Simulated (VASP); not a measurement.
# MnO in VASP: a series of runs

The runs below take MnO through single point, with PBE.

All numbers are computed with VASP 6.6.1; they aren't measurements. Logs are shortened: lines on timing, memory, paths and dates and some standing lists are left out, and cuts for length are marked.

## (1) The cell of the first run

Symmetry: R-3m, No. 166, trigonal system. The conventional cell has a = 3.095 Å, b = 3.095 Å, c = 7.928 Å, α = 90.00°, β = 90.00°, γ = 120.00°. Mn (site symmetry -3m) has 6 O at 2.22 Å within 2.9 Å. Within 2.9 Å of O (site symmetry -3m) lie 6 Mn at 2.22 Å.

## (2) Single point, PBE, collinear spin, ferromagnetic start (equal xy, yz and zx shear strains of +3 %)

INCAR

```
SYSTEM = MnO
PREC = Accurate
ENCUT = 520
EDIFF = 1E-6
ISMEAR = -1
SIGMA = 0.05
LREAL = .FALSE.
LASPH = .TRUE.
NELM = 150
ALGO = Normal
ISIF = 2
LWAVE = .FALSE.
LCHARG = .FALSE.
ISPIN = 2
MAGMOM = 4 0
LORBIT = 11
LMAXMIX = 4
GGA = PE
NBANDS = 20
```

KPOINTS

```
regular mesh
0
G
  16 16 16
  0 0 0
```

POSCAR

```
MnO
1.0
    0.0666600000      2.2553300000      2.2553300000
    2.2553300000      0.0666600000      2.2553300000
    2.2553300000      2.2553300000      0.0666600000
Mn O
1 1
Direct
    0.0000000000      0.0000000000      0.0000000000
    0.5000000000      0.5000000000      0.5000000000
```

Potentials or basis: VASP PAW PBE potentials, release 64 (Mn_pv, O).

Command:

```console
$ cat potpaw_PBE.64/Mn_pv/POTCAR potpaw_PBE.64/O/POTCAR > POTCAR
$ mpirun -np 1 vasp_std > vasp.out
```

OUTCAR:

```text
SYSTEM = MnO
   PREC = Accurate
   ENCUT = 520
   EDIFF = 1E-6
   ISMEAR = -1
   LREAL = .FALSE.
   LASPH = .TRUE.
   NELM = 150
   ISIF = 2
   ISPIN = 2
   LORBIT = 11
   GGA = PE

 ion  position               nearest neighbor table
   1  0.000  0.000  0.000-   2 2.22   2 2.22   2 2.22   2 2.22   2 2.22   2 2.22
   2  0.500  0.500  0.500-   1 2.22   1 2.22   1 2.22   1 2.22   1 2.22   1 2.22

  LATTYP: Found a trigonal (rhomboedric) cell.
 ALAT       =     3.1902147848
 COS(alpha) =     0.5293254421

  Lattice vectors:

 A1 = (   0.0666600000,   2.2553300000,   2.2553300000)
 A2 = (   2.2553300000,   0.0666600000,   2.2553300000)
 A3 = (   2.2553300000,   2.2553300000,   0.0666600000)

Analysis of symmetry for initial positions (statically):
=====================================================================
 Subroutine PRICEL returns:
 Original cell was already a primitive cell.

 Routine SETGRP: Setting up the symmetry group for a
 trigonal (rhombohedral) supercell.

 Subroutine GETGRP returns: Found 12 space group operations
 (whereof 12 operations were pure point group operations)
 out of a pool of 12 trial point group operations.

The static configuration has the point symmetry D_3d.

Analysis of symmetry for dynamics (positions and initial velocities):
=====================================================================
 Subroutine PRICEL returns:
 Original cell was already a primitive cell.

 Routine SETGRP: Setting up the symmetry group for a
 trigonal (rhombohedral) supercell.

 Subroutine GETGRP returns: Found 12 space group operations
 (whereof 12 operations were pure point group operations)
 out of a pool of 12 trial point group operations.

The dynamic configuration has the point symmetry D_3d.

Analysis of structural, dynamic, and magnetic symmetry:
=====================================================================
 Subroutine PRICEL returns:
 Original cell was already a primitive cell.

 Routine SETGRP: Setting up the symmetry group for a
 trigonal (rhombohedral) supercell.

 Subroutine GETGRP returns: Found 12 space group operations
 (whereof 12 operations were pure point group operations)
 out of a pool of 12 trial point group operations.

The overall configuration has the point symmetry D_3d.

 Subroutine INISYM returns: Found 12 space group operations
 (whereof 12 operations are pure point group operations),
 and found     1 'primitive' translations

----------------------------------------------------------------------------------------

                                     Primitive cell

  volume of cell :      21.9266

  direct lattice vectors                    reciprocal lattice vectors
     0.066660000  2.255330000  2.255330000    -0.231776172  0.225122310  0.225122310
     2.255330000  0.066660000  2.255330000     0.225122310 -0.231776172  0.225122310
     2.255330000  2.255330000  0.066660000     0.225122310  0.225122310 -0.231776172

  length of vectors
     3.190214785  3.190214785  3.190214785     0.393802365  0.393802365  0.393802365

  position of ions in fractional coordinates (direct lattice)
     0.000000000  0.000000000  0.000000000
     0.500000000  0.500000000  0.500000000

  ion indices of the primitive-cell ions
   primitive index   ion index
                 1           1
                 2           2

----------------------------------------------------------------------------------------

 KPOINTS: regular mesh

Automatic generation of k-mesh.
 Grid dimensions read from file:
 generate k-points for:   16   16   16

 Generating k-lattice:

  Cartesian coordinates                     Fractional coordinates (reciprocal lattice)
    -0.014486011  0.014070144  0.014070144     0.062500000  0.000000000 -0.000000000
     0.014070144 -0.014486011  0.014070144     0.000000000  0.062500000 -0.000000000
     0.014070144  0.014070144 -0.014486011     0.000000000  0.000000000  0.062500000

  Length of vectors
     0.024612648  0.024612648  0.024612648

  Shift w.r.t. Gamma in fractional coordinates (k-lattice)
     0.000000000  0.000000000  0.000000000

 Subroutine IBZKPT returns following result:
 ===========================================

 Found    417 irreducible k-points:

 Following reciprocal coordinates:
            Coordinates               Weight
  0.000000  0.000000  0.000000      1.000000
  0.062500  0.000000 -0.000000      6.000000
  0.125000  0.000000 -0.000000      6.000000
  0.187500  0.000000  0.000000      6.000000
  0.250000  0.000000 -0.000000      6.000000
  0.312500  0.000000  0.000000      6.000000
[... 16 lines left out ...]
 -0.125000  0.062500 -0.000000     12.000000
 -0.062500  0.062500  0.000000      6.000000
 [... further k-points ...]
   k-points           NKPTS =    417   k-points in BZ     NKDIM =    417   number of bands    NBANDS=     20
   number of dos      NEDOS =    301   number of ions     NIONS =      2
   total plane-waves  NPLWV =  13824
   dimension x,y,z NGX =    24 NGY =   24 NGZ =   24
   dimension x,y,z NGXF=    48 NGYF=   48 NGZF=   48
   ions per type =               1   1
   NGX,Y,Z   is equivalent  to a cutoff of  12.51, 12.51, 12.51 a.u.
   NGXF,Y,Z  is equivalent  to a cutoff of  25.01, 25.01, 25.01 a.u.
 SYSTEM =  MnO
   PREC   = accura    normal or accurate (medium, high low for compatibility)
   ISTART =      0    job   : 0-new  1-cont  2-samecut
   ICHARG =      2    charge: 1-file 2-atom 10-const
   ISPIN  =      2    spin polarized calculation?
   LNONCOLLINEAR =      F non collinear calculations
   LSORBIT =      F    spin-orbit coupling
   LASPH  =      T    aspherical Exc in radial PAW
   ENCUT  =  520.0 eV  38.22 Ry    6.18 a.u.   5.93  5.93  5.93*2*pi/ulx,y,z
   NELM   =    150;   NELMIN=  2; NELMDL= -5     # of ELM steps
   EDIFF  = 0.1E-05   stopping-criterion for ELM
   LREAL  =      F    real-space projection
   EDIFFG = 0.1E-04   stopping-criterion for IOM
   NSW    =      0    number of steps for IOM
   IBRION =     -1    ionic relax: 0-MD 1-quasi-New 2-CG
   NFREE  =      0    steps in history (QN), initial steepest desc. (CG)
   ISIF   =      2    stress and relaxation
   ISYM   =      2    0-nonsym 1-usesym 2-fastsym
   POTIM  = 0.5000    time-step for ionic-motion
   TEBEG  =    0.0;   TEEND  =   0.0 temperature during run
   PSTRESS=    0.0 pullay stress
   NELECT =      19.0000    total number of electrons
   NUPDOWN=      -1.0000    fix difference up-down
   EMIN   =  10.00;   EMAX   =-10.00  energy-range for DOS
   EFERMI =   0.00;   METHOD = LEGACY
   ISMEAR =    -1;   SIGMA  =   0.05  broadening in eV -4-tet -1-fermi 0-gaus
   EFERMI_NEDOS =   21; number of points for ismear=-14 and -15
   IALGO  =     38    algorithm
   IMIX   =      4    mixing-type and parameters
     AMIX     =   0.40;   BMIX     =  1.00
     AMIX_MAG =   1.60;   BMIX_MAG =  1.00
  volume/ion in A,a.u.               =      10.96        73.98
  Fermi-wavevector in a.u.,A,eV,Ry     =   1.560757  2.949404 33.143300  2.435964
  Thomas-Fermi vector in A             =   2.663923
   LORBIT       =     11    0 simple, 1 ext, 2 COOP (PROOUT), +10 PAW based schemes
   GGA     = PE    functional components
   LHFCALC =     F    Hartree Fock is set to
   AEXX    =    0.0000 exact exchange contribution
   IVDW    =     0    specifies the selected vdW correction
   LEPSILON=     F    determine dielectric tensor
   LRPA    =     F    only Hartree local field effects (RPA)
 spin polarized calculation
  energy-cutoff  :      520.00
  volume of cell :       21.93
 maximum number of plane-waves:       606
   NGX = 11   NGY = 11   NGZ = 11

 number of electron      18.9999999 magnetization       4.7585312

 Free energy of the ion-electron system (eV)
  ---------------------------------------------------
  ext. energy  EPLUGINS =         0.00000000
  ---------------------------------------------------
  free energy    TOTEN  =       -16.39416014 eV

  energy without entropy =      -16.38637982  energy(sigma->0) =      -16.39026998

 E-fermi :   7.5577     XC(G=0): -11.8761

 val. band max:        7.5572401734   @ k =  -0.4375   0.3125   0.3125
 cond. band min:       7.5587639934   @ k =  -0.2500   0.1875   0.0625
 fundamental gap:      0.0015238200
 Fermi energy:         7.5577072505

 spin component 1

 k-point     1 :       0.0000    0.0000    0.0000
  band No.  band energies     occupation
      1     -42.8240      1.00000
      2     -42.8240      1.00000
      3     -42.8139      1.00000
      4     -12.7197      1.00000
      5       3.6309      1.00000
      6       3.9030      1.00000
[... 12 lines left out ...]
     19      27.5889      0.00000
     20      27.5889      0.00000

 k-point     2 :       0.0625    0.0000   -0.0000
  band No.  band energies     occupation
      1     -42.8265      1.00000
      2     -42.8244      1.00000
      3     -42.8143      1.00000
      4     -12.6852      1.00000
      5       3.3486      1.00000
      6       3.4986      1.00000
[... 12 lines left out ...]
     19      27.2096      0.00000
     20      28.0241      0.00000

 k-point     3 :       0.1250    0.0000   -0.0000
  band No.  band energies     occupation
      1     -42.8337      1.00000
      2     -42.8256      1.00000
      3     -42.8152      1.00000
      4     -12.5850      1.00000
      5       2.6674      1.00000
      6       2.9395      1.00000
[... 12 lines left out ...]
     19      26.8171      0.00000
     20      29.2288      0.00000

 k-point     4 :       0.1875    0.0000    0.0000
  band No.  band energies     occupation
      1     -42.8447      1.00000
      2     -42.8274      1.00000
      3     -42.8164      1.00000
      4     -12.4306      1.00000
      5       1.8325      1.00000
      6       2.4669      1.00000
[... 429 lines left out ...]
 k-point    23 :      -0.1250    0.0625   -0.0000
  band No.  band energies     occupation
      1     -42.8391      1.00000
      2     -42.8275      1.00000
      3     -42.8151      1.00000
      4     -12.5099      1.00000
      5       2.2234      1.00000
      6       2.6329      1.00000
[... 12 lines left out ...]
     19      27.6076      0.00000
     20      30.3658      0.00000

 k-point    24 :      -0.0625    0.0625    0.0000
  band No.  band energies     occupation
      1     -42.8307      1.00000
      2     -42.8256      1.00000
      3     -42.8144      1.00000
      4     -12.6279      1.00000
      5       2.9461      1.00000
      6       3.0625      1.00000
[... 12 lines left out ...]
     19      27.5137      0.00000
     20      28.9701      0.00000

 [... further k-points ...]

 spin component 2

 k-point     1 :       0.0000    0.0000    0.0000
  band No.  band energies     occupation
      1     -38.1738      1.00000
      2     -38.1738      1.00000
      3     -38.1530      1.00000
      4     -12.2811      1.00000
      5       4.0026      1.00000
      6       4.2930      1.00000
[... 12 lines left out ...]
     19      29.9644      0.00000
     20      29.9644      0.00000

 k-point     2 :       0.0625    0.0000   -0.0000
  band No.  band energies     occupation
      1     -38.1770      1.00000
      2     -38.1743      1.00000
      3     -38.1535      1.00000
      4     -12.2474      1.00000
      5       3.8910      1.00000
      6       4.0624      1.00000
[... 12 lines left out ...]
     19      29.3110      0.00000
     20      30.2292      0.00000

 k-point     3 :       0.1250    0.0000   -0.0000
  band No.  band energies     occupation
      1     -38.1861      1.00000
      2     -38.1757      1.00000
      3     -38.1546      1.00000
      4     -12.1500      1.00000
      5       3.3650      1.00000
      6       3.7483      1.00000
[... 12 lines left out ...]
     19      28.5992      0.00000
     20      31.1404      0.00000

 k-point     4 :       0.1875    0.0000    0.0000
  band No.  band energies     occupation
      1     -38.2000      1.00000
      2     -38.1779      1.00000
      3     -38.1562      1.00000
      4     -12.0001      1.00000
      5       2.6147      1.00000
      6       3.4538      1.00000
[... 429 lines left out ...]
 k-point    23 :      -0.1250    0.0625   -0.0000
  band No.  band energies     occupation
      1     -38.1930      1.00000
      2     -38.1781      1.00000
      3     -38.1545      1.00000
      4     -12.0769      1.00000
      5       2.9944      1.00000
      6       3.5716      1.00000
[... 12 lines left out ...]
     19      29.2726      0.00000
     20      32.1798      0.00000

 k-point    24 :      -0.0625    0.0625    0.0000
  band No.  band energies     occupation
      1     -38.1823      1.00000
      2     -38.1758      1.00000
      3     -38.1535      1.00000
      4     -12.1917      1.00000
      5       3.6324      1.00000
      6       3.8035      1.00000
[... 12 lines left out ...]
     19      29.4137      0.00000
     20      31.0189      0.00000

 [... further k-points ...]
[... 5 lines left out ...]
  --------------------------------------------------------------------------------------
  -------------------------------------------------------------------------------------
  Total       -0.0011901     -0.0011901     -0.0011901     -0.2761692     -0.2761692     -0.2761692
  in kB       -0.0869575     -0.0869575     -0.0869575    -20.1796681    -20.1796681    -20.1796681
  external PRESSURE =      -0.0869575 kB  Pullay stress =       0.0000000 kB

 VOLUME and BASIS-vectors are now :
 -----------------------------------------------------------------------------
  energy-cutoff  :      520.00
  volume of cell :       21.93
      direct lattice vectors                 reciprocal lattice vectors
     0.066660000  2.255330000  2.255330000    -0.231776172  0.225122310  0.225122310
     2.255330000  0.066660000  2.255330000     0.225122310 -0.231776172  0.225122310
     2.255330000  2.255330000  0.066660000     0.225122310  0.225122310 -0.231776172

 POSITION                                       TOTAL-FORCE (eV/Angst)
 -----------------------------------------------------------------------------------
      0.00000      0.00000      0.00000         0.000000     -0.000000      0.000000
      2.28866      2.28866      2.28866        -0.000000      0.000000     -0.000000
 -----------------------------------------------------------------------------------
    total drift:                                0.000000     -0.000000     -0.000000

  FREE ENERGIE OF THE ION-ELECTRON SYSTEM (eV)
  ---------------------------------------------------
  free  energy   TOTEN  =       -16.3941601393 eV

  energy  without entropy=      -16.3863798192  energy(sigma->0) =      -16.39026998

 total charge

# of ion       s       p       d       tot
------------------------------------------
    1        0.203   6.176   4.975  11.355
    2        1.561   3.414   0.000   4.975
--------------------------------------------------
tot          1.765   9.590   4.975  16.331

 magnetization (x)

# of ion       s       p       d       tot
------------------------------------------
    1        0.034   0.026   4.261   4.322
    2        0.030   0.170   0.000   0.201
--------------------------------------------------
tot          0.065   0.196   4.261   4.522
```

Run time: 2.9 min. Hardware: 1 thread of Intel Xeon Platinum 8488C (Sapphire Rapids), shared host; peak memory 0.36 GiB.

Results:

```
Free energy                                           : -16.3942 eV
Pressure                                              : 0.0 GPa
Net moment                                            : 4.76 μB per cell
Site moments                                          : Mn +4.32; O +0.20 μB
Valence electrons inside the program's atomic spheres : Mn 11.36; O 4.97
```

Stress tensor (GPa, compression positive):
```
-0.01 -2.02 -2.02
-2.02 -0.01 -2.02
-2.02 -2.02 -0.01
```

Levels at points of the mesh, in eV from the Fermi level:
Spin up:
| k point | band 9 | band 10 | band 11 | band 12 | band 13 | band 14 | band 15 | band 16 |
| --- | --- | --- | --- | --- | --- | --- | --- | --- |
| (0.00, 0.00, 0.00) | -3.18 | -3.18 | -2.68 | -2.68 | -0.50 | 13.95 | 15.66 | 16.73 |
| (0.50, 0.00, 0.00) | -2.25 | -1.82 | 0.18 | 0.26 | 3.39 | 7.91 | 11.49 | 11.97 |
| (0.50, 0.50, 0.00) | -2.27 | -2.05 | -2.05 | -1.93 | 5.04 | 7.80 | 10.45 | 13.41 |
| (0.50, 0.50, 0.50) | -2.38 | -1.98 | 0.13 | 0.13 | 3.74 | 7.26 | 12.52 | 12.52 |
Spin down:
| k point | band 4 | band 5 | band 6 | band 7 | band 8 | band 9 | band 10 | band 11 |
| --- | --- | --- | --- | --- | --- | --- | --- | --- |
| (0.00, 0.00, 0.00) | -19.84 | -3.56 | -3.26 | -3.26 | 0.41 | 0.79 | 0.79 | 0.95 |
| (0.50, 0.00, 0.00) | -18.85 | -7.34 | -5.05 | -4.77 | 1.73 | 2.07 | 2.10 | 3.62 |
| (0.50, 0.50, 0.00) | -18.91 | -6.42 | -4.48 | -4.20 | -0.85 | 1.94 | 2.13 | 2.39 |
| (0.50, 0.50, 0.50) | -18.95 | -7.48 | -4.66 | -4.66 | 1.83 | 1.87 | 1.87 | 3.55 |

Caveat: the cell differs from its parent crystal (equal xy, yz and zx shear strains of +3 %); a cell with one magnetic atom can't hold antiferromagnetic order, which such compounds often take; semilocal functionals often make such compounds metallic where correlation or magnetic order opens a gap, which also shifts bond lengths.

## (3) Single point, PBE, collinear spin, ferromagnetic start (volume scaled by 0.9405)

INCAR

```
  ALGO = Normal
  EDIFF = 1E-6
  ENCUT = 520
  GGA = PE
  ISIF = 2
  ISMEAR = -1
  ISPIN = 2
  LASPH = T
  LCHARG = F
  LMAXMIX = 4
  LORBIT = 11
  LREAL = F
  LWAVE = F
  MAGMOM = 4 0
  NBANDS = 20
  NELM = 150
  PREC = Accurate
  SIGMA = 0.05
```

KPOINTS

```
k-points
0
Gamma
  16 16 16
```

POSCAR

```
MnO
1.0
    0.0000000000      2.1770261943      2.1770261943
    2.1770261943      0.0000000000      2.1770261943
    2.1770261943      2.1770261943      0.0000000000
Mn O
1 1
Direct
    0.0000000000      0.0000000000      0.0000000000
    0.5000000000      0.5000000000      0.5000000000
```

Potentials or basis: VASP PAW PBE potentials, release 64 (Mn_pv, O).

Command:

```console
$ cat potpaw_PBE.64/Mn_pv/POTCAR potpaw_PBE.64/O/POTCAR > POTCAR
$ mpirun -np 1 vasp_std > vasp.out
```

Wall time 65 s (1 thread of AMD EPYC 9R45 (Zen 5), shared host); peak memory 0.18 GiB.

It converged, with:

```
Free energy                                           : -16.3760 eV
Pressure                                              : 7.4 GPa
Net moment                                            : 4.59 μB per cell
Site moments                                          : Mn +4.19; O +0.19 μB
Valence electrons inside the program's atomic spheres : Mn 11.43; O 5.00
```

Levels at points of the mesh, in eV from the Fermi level:
Spin up:
```
           k point  band 8  band 9  band 10  band 11  band 12  band 13  band 14  band 15  band 16  band 17
(0.00, 0.00, 0.00)   -3.32   -3.32    -3.32    -2.74    -2.74    -0.27    14.12    16.83    16.83    16.83
(0.50, 0.00, 0.00)   -2.31   -2.31    -1.86     0.34     0.34     3.58     8.23    12.28    12.28    19.30
(0.50, 0.50, 0.00)   -4.45   -2.26    -2.00    -2.00    -1.81     5.45     8.12    10.74    14.30    14.30
```
Spin down:
```tsv
k point	band 3	band 4	band 5	band 6	band 7	band 8	band 9	band 10	band 11	band 12
(0.00, 0.00, 0.00)	-45.86	-20.45	-3.74	-3.74	-3.74	0.49	0.49	0.49	0.97	1.19
(0.50, 0.00, 0.00)	-45.87	-19.36	-7.98	-5.36	-5.36	1.81	1.84	1.84	3.69	3.69
(0.50, 0.50, 0.00)	-45.90	-19.42	-6.96	-4.76	-4.76	-1.24	1.83	2.15	2.32	2.32
```

Caveat: a cell with one magnetic atom can't hold antiferromagnetic order, which such compounds often take; semilocal functionals often make such compounds metallic where correlation or magnetic order opens a gap, which also shifts bond lengths.

[end of part 1 of 2]
